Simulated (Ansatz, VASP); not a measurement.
## Two plane-wave programs on Cd

INCAR

```
SYSTEM = Cd
  PREC = Accurate
  ENCUT = 520
  EDIFF = 1E-6
  ISMEAR = -1
  SIGMA = 0.1
  LREAL = .False.
  LASPH = .True.
  NELM = 60
  ALGO = Normal
  ISIF = 2
  LWAVE = .False.
  LCHARG = .False.
  GGA = PE
  NBANDS = 12
```

KPOINTS

```
Automatic mesh
0
Gamma
  20 20 20
  0 0 0
```

File POSCAR:

```
Cd
1.0
    0.0000000000      2.3404428367      2.3404428367
    2.3404428367      0.0000000000      2.3404428367
    2.3404428367      2.3404428367      0.0000000000
Cd
1
Direct
    0.0000000000      0.0000000000      0.0000000000
```

Input for Ansatz:

```yaml
crystal:
  lattice:
    - [0.0, 2.3404428367, 2.3404428367]
    - [2.3404428367, 0.0, 2.3404428367]
    - [2.3404428367, 2.3404428367, 0.0]
  atoms:
    - { symbol: Cd, position: [0.0, 0.0, 0.0] }
hamiltonian:
  xc: pbe
  pseudopotentials:
    kind: paw
    azcp:
      Cd: "pseudopotentials/Cd.paw.azcp"
basis:
  ecutwfc: 420
  fft_grid_basis: typed
kpoints:
  mp_grid: { grid: [20, 20, 20], shift: [0, 0, 0] }
magnetization:
  spin_polarized: false
scf:
  occupations: { method: fermi_dirac, width: 0.1 }
output:
  stress: true
```

Alike in both runs: task single point; functional PBE; k mesh 20 × 20 × 20; occupations fermi-dirac, width 0.1 eV; no spin polarisation.

|  | VASP | Ansatz |
| --- | --- | --- |
| version | VASP 6.6.1 | Ansatz 0.2.0 |
| potentials or method | VASP PAW PBE potentials, release 64 (Cd), cutoff 520 eV | plane waves (420 eV) with PAW, scalar-relativistic |
| valence electrons in the cell | 12 | 20 |

```csv
,VASP,Ansatz,Ansatz less VASP
pressure (GPa),-3.3,-3.4,-0.14
```

VASP's potentials hold 12 valence electrons a cell and Ansatz's 20, so a difference there can come from the potentials and not from the codes.
